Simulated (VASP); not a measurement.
# ScGa2As3 (Cmc2_1) in VASP: relaxation of cell and atoms with PBE

Aim: the relaxation of cell and atoms of ScGa2As3 with PBE.

Program: VASP 6.6.1. These are calculated values, not measurements. Logs are shortened: lines on timing, memory, paths and dates and some standing lists are left out, and cuts for length are marked.

## 1. The cell of the first run

The structure is orthorhombic, space group Cmc2_1 (No. 36). Conventional cell: a = 11.550 Å, b = 6.670 Å, c = 6.290 Å, α = 90.00°, β = 90.00°, γ = 90.00°. Sc (site symmetry m) has 4 As at 2.34 to 2.36 Å within 3.1 Å. Within 3.1 Å of Ga (site symmetry 1) lie 4 As at 2.34 to 2.42 Å. Within 3.1 Å of As (site symmetry 1) lie 3 Ga at 2.34 to 2.42 Å and 1 Sc at 2.34 Å. As (site symmetry m) has 2 Ga at 2.36 Å and 2 Sc at 2.36 Å within 3.1 Å.

## 2. Relaxation of cell and atoms, PBE

INCAR

```
SYSTEM = ScGa2As3
PREC = Accurate
ENCUT = 600
EDIFF = 1E-6
ISMEAR = 0
SIGMA = 0.2
LREAL = .False.
LASPH = .True.
NELM = 80
ALGO = Normal
ISIF = 3
LWAVE = .False.
LCHARG = .False.
GGA = PE
IBRION = 2
NSW = 36
EDIFFG = -0.08
```

KPOINTS

```
regular mesh
0
Gamma
  3 3 3
  0 0 0
```

POSCAR

```
ScGa2As3
1.0
    5.7750000000     -3.3350000000      0.0000000000
    5.7750000000      3.3350000000      0.0000000000
    0.0000000000      0.0000000000      6.2900000000
Sc Ga As
2 4 6
Direct
    0.8333000000      0.1667000000      0.5000000000
    0.1667000000      0.8333000000      0.0000000000
    0.1666000000      0.5000000000      0.5000000000
    0.5000000000      0.8334000000      0.5000000000
    0.5000000000      0.1666000000      0.0000000000
    0.8334000000      0.5000000000      0.0000000000
    0.8334000000      0.5000000000      0.6150000000
    0.5000000000      0.1666000000      0.6150000000
    0.1667000000      0.8333000000      0.6250000000
    0.5000000000      0.8334000000      0.1150000000
    0.1666000000      0.5000000000      0.1150000000
    0.8333000000      0.1667000000      0.1250000000
```

Potentials or basis: VASP PAW PBE potentials, release 64 (Sc_sv, Ga_d, As).

Started as:

```sh
> cat potpaw_PBE.64/Sc_sv/POTCAR potpaw_PBE.64/Ga_d/POTCAR potpaw_PBE.64/As/POTCAR > POTCAR
> mpirun -np 1 vasp_std > vasp.out
```

OUTCAR:

```text
SYSTEM = ScGa2As3
   PREC = Accurate
   ENCUT = 600
   EDIFF = 1E-6
   ISMEAR = 0
   LREAL = .False.
   LASPH = .True.
   NELM = 80
   ISIF = 3
   GGA = PE
   IBRION = 2
   NSW = 36
   EDIFFG = -0.08

 ion  position               nearest neighbor table
   1  0.833  0.167  0.500-   7 2.34   8 2.34   9 2.36  12 2.36
   2  0.167  0.833  0.000-  10 2.34  11 2.34  12 2.36   9 2.36
   3  0.167  0.500  0.500-   7 2.34   8 2.34   9 2.36  11 2.42
   4  0.500  0.833  0.500-   8 2.34   7 2.34   9 2.36  10 2.42
   5  0.500  0.167  0.000-  10 2.34  11 2.34  12 2.36   8 2.42
   6  0.833  0.500  0.000-  11 2.34  10 2.34  12 2.36   7 2.42
   7  0.833  0.500  0.615-   3 2.34   1 2.34   4 2.34   6 2.42
   8  0.500  0.167  0.615-   4 2.34   1 2.34   3 2.34   5 2.42
   9  0.167  0.833  0.625-   3 2.36   4 2.36   1 2.36   2 2.36
  10  0.500  0.833  0.115-   5 2.34   2 2.34   6 2.34   4 2.42
  11  0.167  0.500  0.115-   6 2.34   2 2.34   5 2.34   3 2.42
  12  0.833  0.167  0.125-   5 2.36   6 2.36   2 2.36   1 2.36

  LATTYP: Found a base centered orthorhombic cell.
 ALAT       =     6.6700000000
 B/A-ratio  =     1.7316341829
 C/A-ratio  =     0.9430284858

  Lattice vectors:

 A1 = (  -5.7750000000,  -3.3350000000,   0.0000000000)
 A2 = (   5.7750000000,  -3.3350000000,   0.0000000000)
 A3 = (   0.0000000000,   0.0000000000,   6.2900000000)

Analysis of symmetry for initial positions (statically):
=====================================================================
 Subroutine PRICEL returns:
 Original cell was already a primitive cell.

 Routine SETGRP: Setting up the symmetry group for a
 base centered orthorhombic supercell.

 Subroutine GETGRP returns: Found  4 space group operations
 (whereof  2 operations were pure point group operations)
 out of a pool of  8 trial point group operations.

The static configuration has the point symmetry C_1h.
 The point group associated with its full space group is C_2v.

Analysis of symmetry for dynamics (positions and initial velocities):
=====================================================================
 Subroutine PRICEL returns:
 Original cell was already a primitive cell.

 Routine SETGRP: Setting up the symmetry group for a
 base centered orthorhombic supercell.

 Subroutine GETGRP returns: Found  4 space group operations
 (whereof  2 operations were pure point group operations)
 out of a pool of  8 trial point group operations.

The dynamic configuration has the point symmetry C_1h.
 The point group associated with its full space group is C_2v.

 Subroutine INISYM returns: Found  4 space group operations
 (whereof  2 operations are pure point group operations),
 and found     1 'primitive' translations

----------------------------------------------------------------------------------------

                                     Primitive cell

  volume of cell :     242.2861

  direct lattice vectors                    reciprocal lattice vectors
     5.775000000 -3.335000000  0.000000000     0.086580087 -0.149925037  0.000000000
     5.775000000  3.335000000  0.000000000     0.086580087  0.149925037  0.000000000
     0.000000000  0.000000000  6.290000000     0.000000000  0.000000000  0.158982512

  length of vectors
     6.668796743  6.668796743  6.290000000     0.173128935  0.173128935  0.158982512

  position of ions in fractional coordinates (direct lattice)
     0.833300000  0.166700000  0.500000000
     0.166700000  0.833300000  0.000000000
     0.166600000  0.500000000  0.500000000
     0.500000000  0.833400000  0.500000000
     0.500000000  0.166600000  0.000000000
     0.833400000  0.500000000  0.000000000
     0.833400000  0.500000000  0.615000000
     0.500000000  0.166600000  0.615000000
     0.166700000  0.833300000  0.625000000
     0.500000000  0.833400000  0.115000000
     0.166600000  0.500000000  0.115000000
     0.833300000  0.166700000  0.125000000

  ion indices of the primitive-cell ions
   primitive index   ion index
                 1           1
                 2           2
                 3           3
                 4           4
                 5           5
                 6           6
                 7           7
                 8           8
                 9           9
                10          10
                11          11
                12          12

----------------------------------------------------------------------------------------

 KPOINTS: regular mesh

Automatic generation of k-mesh.
 Grid dimensions read from file:
 generate k-points for:    3    3    3

 Generating k-lattice:

  Cartesian coordinates                     Fractional coordinates (reciprocal lattice)
     0.028860029 -0.049975012  0.000000000     0.333333333  0.000000000  0.000000000
     0.028860029  0.049975012  0.000000000     0.000000000  0.333333333  0.000000000
     0.000000000  0.000000000  0.052994171     0.000000000  0.000000000  0.333333333

  Length of vectors
     0.057709645  0.057709645  0.052994171

  Shift w.r.t. Gamma in fractional coordinates (k-lattice)
     0.000000000  0.000000000  0.000000000

 Subroutine IBZKPT returns following result:
 ===========================================

 Found      8 irreducible k-points:

 Following reciprocal coordinates:
            Coordinates               Weight
  0.000000  0.000000  0.000000      1.000000
  0.333333 -0.000000  0.000000      4.000000
  0.333333  0.333333  0.000000      2.000000
 -0.333333  0.333333  0.000000      2.000000
  0.000000  0.000000  0.333333      2.000000
  0.333333 -0.000000  0.333333      8.000000
  0.333333  0.333333  0.333333      4.000000
 -0.333333  0.333333  0.333333      4.000000
   k-points           NKPTS =      8   k-points in BZ     NKDIM =      8   number of bands    NBANDS=     62
   number of dos      NEDOS =    301   number of ions     NIONS =     12
   total plane-waves  NPLWV = 145800
   dimension x,y,z NGX =    54 NGY =   54 NGZ =   50
   dimension x,y,z NGXF=   108 NGYF=  108 NGZF=  100
   ions per type =               2   4   6
   NGX,Y,Z   is equivalent  to a cutoff of  13.46, 13.46, 13.22 a.u.
   NGXF,Y,Z  is equivalent  to a cutoff of  26.92, 26.92, 26.43 a.u.
 SYSTEM =  ScGa2As3
   PREC   = accura    normal or accurate (medium, high low for compatibility)
   ISTART =      0    job   : 0-new  1-cont  2-samecut
   ICHARG =      2    charge: 1-file 2-atom 10-const
   ISPIN  =      1    spin polarized calculation?
   LNONCOLLINEAR =      F non collinear calculations
   LSORBIT =      F    spin-orbit coupling
   LASPH  =      T    aspherical Exc in radial PAW
   ENCUT  =  600.0 eV  44.10 Ry    6.64 a.u.  13.32 13.32 12.56*2*pi/ulx,y,z
   NELM   =     80;   NELMIN=  2; NELMDL= -5     # of ELM steps
   EDIFF  = 0.1E-05   stopping-criterion for ELM
   LREAL  =      F    real-space projection
   EDIFFG = -.8E-01   stopping-criterion for IOM
   NSW    =     36    number of steps for IOM
   IBRION =      2    ionic relax: 0-MD 1-quasi-New 2-CG
   NFREE  =      1    steps in history (QN), initial steepest desc. (CG)
   ISIF   =      3    stress and relaxation
   ISYM   =      2    0-nonsym 1-usesym 2-fastsym
   POTIM  = 0.5000    time-step for ionic-motion
   TEBEG  =    0.0;   TEEND  =   0.0 temperature during run
   PSTRESS=    0.0 pullay stress
   NELECT =     104.0000    total number of electrons
   NUPDOWN=      -1.0000    fix difference up-down
   EMIN   =  10.00;   EMAX   =-10.00  energy-range for DOS
   EFERMI =   0.00;   METHOD = LEGACY
   ISMEAR =     0;   SIGMA  =   0.20  broadening in eV -4-tet -1-fermi 0-gaus
   EFERMI_NEDOS =   21; number of points for ismear=-14 and -15
   IALGO  =     38    algorithm
   IMIX   =      4    mixing-type and parameters
     AMIX     =   0.40;   BMIX     =  1.00
     AMIX_MAG =   1.60;   BMIX_MAG =  1.00
  volume/ion in A,a.u.               =      20.19       136.25
  Fermi-wavevector in a.u.,A,eV,Ry     =   1.234932  2.333684 20.749668  1.525058
  Thomas-Fermi vector in A             =   2.369602
   LORBIT       =      0    0 simple, 1 ext, 2 COOP (PROOUT), +10 PAW based schemes
   GGA     = PE    functional components
   LHFCALC =     F    Hartree Fock is set to
   AEXX    =    0.0000 exact exchange contribution
   IVDW    =     0    specifies the selected vdW correction
   LEPSILON=     F    determine dielectric tensor
   LRPA    =     F    only Hartree local field effects (RPA)
 conjugate gradient relaxation of ions
 non-spin polarized calculation
 Gauss-broadening in eV      SIGMA  =   0.20
  energy-cutoff  :      600.00
  volume of cell :      242.29
 maximum number of plane-waves:      8127
 NGX is ok and might be reduce to    54
   NGX = 27   NGY = 27   NGZ = 25

--------------------------------------- Ionic step        1  -------------------------------------------

 number of electron     104.0000069 magnetization

 Free energy of the ion-electron system (eV)
  ---------------------------------------------------
  ext. energy  EPLUGINS =         0.00000000
  ---------------------------------------------------
  free energy    TOTEN  =       -52.96426930 eV

  energy without entropy =      -52.96426929  energy(sigma->0) =      -52.96426930

 E-fermi :   4.9073     XC(G=0): -10.1104

 val. band max:        4.1301520516   @ k =   0.3333  -0.0000   0.0000
 cond. band min:       5.6689240153   @ k =  -0.3333   0.3333   0.0000
 fundamental gap:      1.5387719637
 Fermi energy:         4.9073064435

 k-point     1 :       0.0000    0.0000    0.0000
  band No.  band energies     occupation
      1     -43.7405      2.00000
      2     -43.7361      2.00000
      3     -22.5881      2.00000
      4     -22.5757      2.00000
      5     -22.5701      2.00000
      6     -22.5638      2.00000
[... 853 lines left out ...]
 POSITION                                       TOTAL-FORCE (eV/Angst)
 -----------------------------------------------------------------------------------
      6.29989     -2.40980      3.38443        -0.000000     -0.005300      0.017465
      6.29989      2.40980      0.03476        -0.000000      0.005300      0.017465
      4.16725      1.19741      3.32242        -0.091008     -0.042878      0.070818
      8.43254      1.19741      3.32242         0.091008     -0.042878      0.070818
      4.16725     -1.19741      6.67209        -0.091008      0.042878      0.070818
      8.43254     -1.19741      6.67209         0.091008      0.042878      0.070818
      8.50860     -1.14440      4.18794         0.007129     -0.015736     -0.086735
      4.09119     -1.14440      4.18794        -0.007129     -0.015736     -0.086735
      6.29989      2.28027      4.07114        -0.000000      0.057207      0.014369
      8.50860      1.14440      0.83827         0.007129      0.015736     -0.086735
      4.09119      1.14440      0.83827        -0.007129      0.015736     -0.086735
      6.29989     -2.28027      0.72147        -0.000000     -0.057207      0.014369
 -----------------------------------------------------------------------------------
    total drift:                               -0.000000     -0.000000     -0.003668

  FREE ENERGIE OF THE ION-ELECTRON SYSTEM (eV)
  ---------------------------------------------------
  free  energy   TOTEN  =       -57.7971778523 eV

  energy  without entropy=      -57.7971777970  energy(sigma->0) =      -57.79717782

--------------------------------------- Ionic step        9  -------------------------------------------

 number of electron     103.9999992 magnetization

 Free energy of the ion-electron system (eV)
  ---------------------------------------------------
  ext. energy  EPLUGINS =         0.00000000
  ---------------------------------------------------
  free energy    TOTEN  =       -57.80117268 eV

  energy without entropy =      -57.80117261  energy(sigma->0) =      -57.80117264

 E-fermi :   3.1565     XC(G=0):  -9.0701

 val. band max:        2.4659312718   @ k =   0.0000   0.0000   0.0000
 cond. band min:       3.8669575674   @ k =  -0.3333   0.3333   0.0000
 fundamental gap:      1.4010262956
 Fermi energy:         3.1564562041

 k-point     1 :       0.0000    0.0000    0.0000
  band No.  band energies     occupation
      1     -46.8654      2.00000
      2     -46.8644      2.00000
      3     -25.5132      2.00000
      4     -25.5005      2.00000
      5     -25.5002      2.00000
      6     -25.4990      2.00000
[... 531 lines left out ...]
 POSITION                                       TOTAL-FORCE (eV/Angst)
 -----------------------------------------------------------------------------------
      6.30131     -2.40923      3.38097         0.000000      0.002900      0.021285
      6.30131      2.40923      0.03567         0.000000     -0.002900      0.021285
      4.16182      1.19381      3.32181        -0.032386     -0.012449      0.026746
      8.44080      1.19381      3.32181         0.032386     -0.012449      0.026746
      4.16182     -1.19381      6.66712        -0.032386      0.012449      0.026746
      8.44080     -1.19381      6.66712         0.032386      0.012449      0.026746
      8.51204     -1.14412      4.17814        -0.018736     -0.023209     -0.030946
      4.09059     -1.14412      4.17814         0.018736     -0.023209     -0.030946
      6.30131      2.28200      4.06609         0.000000      0.008750     -0.012883
      8.51204      1.14412      0.83284        -0.018736      0.023209     -0.030946
      4.09059      1.14412      0.83284         0.018736      0.023209     -0.030946
      6.30131     -2.28200      0.72079         0.000000     -0.008750     -0.012883
 -----------------------------------------------------------------------------------
    total drift:                                0.000000      0.000000     -0.001121

  FREE ENERGIE OF THE ION-ELECTRON SYSTEM (eV)
  ---------------------------------------------------
  free  energy   TOTEN  =       -57.8011726792 eV

  energy  without entropy=      -57.8011726094  energy(sigma->0) =      -57.80117264

 reached required accuracy - stopping structural energy minimisation
```

Run time: 12 min. Hardware: 1 thread of AMD EPYC 9R45 (Zen 5), shared host; peak memory 0.42 GiB.

What came out:

* Free energy: -57.8012 eV
* Relaxed volume: 25.51 Å³/atom
* Relaxed cell: a = 7.272 Å, b = 7.272 Å, c = 6.691 Å, α = 90.00°, β = 90.00°, γ = 59.90°
* Space group after relaxing (to 0.1 Å): Cmc2_1 (No. 36)
* Energy gained by relaxing: 403.1 meV/atom
* Ionic steps: 9
* Pressure after relaxing: 0.0 GPa
* Largest force after relaxing: 0.044 eV/Å
* Band gap on the k mesh: 1.40 eV (least direct gap 1.56 eV)

Forces on the atoms (eV/Å):
```
Sc   0.000  0.003  0.021
Sc   0.000 -0.003  0.021
Ga  -0.032 -0.012  0.027
Ga   0.032 -0.012  0.027
Ga  -0.032  0.012  0.027
Ga   0.032  0.012  0.027
As  -0.019 -0.023 -0.031
As   0.019 -0.023 -0.031
As   0.000  0.009 -0.013
As  -0.019  0.023 -0.031
As   0.019  0.023 -0.031
As   0.000 -0.009 -0.013
```

The path:
| step | energy change (eV) | largest force (eV/Å) | pressure (GPa) | volume (Å³) |
| --- | --- | --- | --- | --- |
| 1 | 0.0000 | 2.3179 | 24.16 | 242.29 |
| 2 | -3.2965 | 0.3224 | -6.78 | 365.39 |
| 3 | -4.6643 | 0.7929 | -0.52 | 311.29 |
| 4 | -4.6639 | 0.8151 | -0.23 | 309.80 |
| 5 | -4.7524 | 0.4652 | -0.10 | 308.20 |
| 6 | -4.8075 | 0.2169 | 0.24 | 305.47 |
| 7 | -4.8327 | 0.1237 | -0.07 | 306.64 |
| 8 | -4.8329 | 0.1230 | -0.06 | 306.54 |
| 9 | -4.8369 | 0.0438 | 0.02 | 306.11 |

Final structure:
```
Sc Ga As
1.0
     6.30131   -3.63040    0.00000
     6.30131    3.63040    0.00000
     0.00000    0.00000    6.69060
Sc Ga As
2 4 6
Cartesian
  6.3013 -2.4092 3.3810
  6.3013 2.4092 0.0357
  4.1618 1.1938 3.3218
  8.4408 1.1938 3.3218
  4.1618 -1.1938 6.6671
  8.4408 -1.1938 6.6671
  8.5120 -1.1441 4.1781
  4.0906 -1.1441 4.1781
  6.3013 2.2820 4.0661
  8.5120 1.1441 0.8328
  4.0906 1.1441 0.8328
  6.3013 -2.2820 0.7208
```

Levels at points of the mesh, in eV from the valence-band top:
| k point | band 48 | band 49 | band 50 | band 51 | band 52 | band 53 | band 54 | band 55 | band 56 | band 57 |
| --- | --- | --- | --- | --- | --- | --- | --- | --- | --- | --- |
| (0.00, 0.00, 0.00) | -0.64 | -0.58 | -0.16 | -0.11 | 0.00 | 1.57 | 1.82 | 1.91 | 2.00 | 2.37 |

Caveat: the volume moved by over 15 % at a fixed basis, so the end points are rough; the relaxation stopped at a loose force limit of 0.08 eV/Å, so its end isn't a converged minimum.
